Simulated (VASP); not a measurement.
Set up this calculation in VASP 6.6.1, as the native input.

```yaml
Task: single point
Functional: r2SCAN
Potentials_or_basis: VASP PAW PBE potentials, release 64 (In_d)
Cutoff: 520 eV
k_mesh: 10 × 10 × 5
Occupations: fermi-dirac, width 0.05 eV
Spin: no spin polarisation
Dipole_correction: no
Further_INCAR_settings: ALGO = Normal; EDIFF = 1e-06; NBANDS = 20
```

In:

```
In
1.0
     3.24405    0.00000    0.00000
    -1.62203    2.80943    0.00000
     0.00000    0.00000    5.35813
In
2
Direct
  0.33333 0.66667 0.25000
  0.66667 0.33333 0.75000
```

The input as run:

POSCAR

```
In
1.0
    3.2440505781      0.0000000000      0.0000000000
   -1.6220252890      2.8094298093      0.0000000000
    0.0000000000      0.0000000000      5.3581280061
In
2
Direct
    0.3333333333      0.6666666667      0.2500000000
    0.6666666667      0.3333333333      0.7500000000
```

INCAR.step1

```
PREC = Accurate
ENCUT = 520
ISMEAR = -1
SIGMA = 0.05
LREAL = False
LASPH = True
NELM = 100
NBANDS = 20
GGA = PE
ALGO = Normal
EDIFF = 1E-4
LWAVE = True
LCHARG = False
```

INCAR.step2

```
PREC = Accurate
ENCUT = 520
EDIFF = 1E-6
ISMEAR = -1
SIGMA = 0.05
LREAL = False
LASPH = True
NELM = 100
ALGO = Normal
ISIF = 2
LWAVE = False
LCHARG = False
METAGGA = R2SCAN
LMIXTAU = True
NBANDS = 20
ISTART = 1
```

KPOINTS

```
Automatic mesh
0
Gamma
  10 10 5
```

Potentials or basis: VASP PAW PBE potentials, release 64 (In_d).

The run is started by

```sh
$ cat potpaw_PBE.64/In_d/POTCAR > POTCAR
$ cp INCAR.step1 INCAR
$ mpirun -np 1 vasp_std > vasp.out
$ cp INCAR.step2 INCAR
$ mpirun -np 1 vasp_std > vasp.out
```

Results of the run:

| Property | Result |
| --- | --- |
| Pressure | 3.9 GPa |
| Band gap on the k mesh | zero (band 13 reaches 10.95 eV, above the bottom of band 14 at 5.97 eV) |

Caveat: the PAW data sets were made with another functional, which shifts forces and pressure a little; spin-orbit coupling is left out, which moves the levels of the heavy elements.

Run time: 44 s on 1 thread of Intel(R) Xeon(R) 6975P-C (Granite Rapids), with other jobs on the host, peak memory 0.18 GiB.
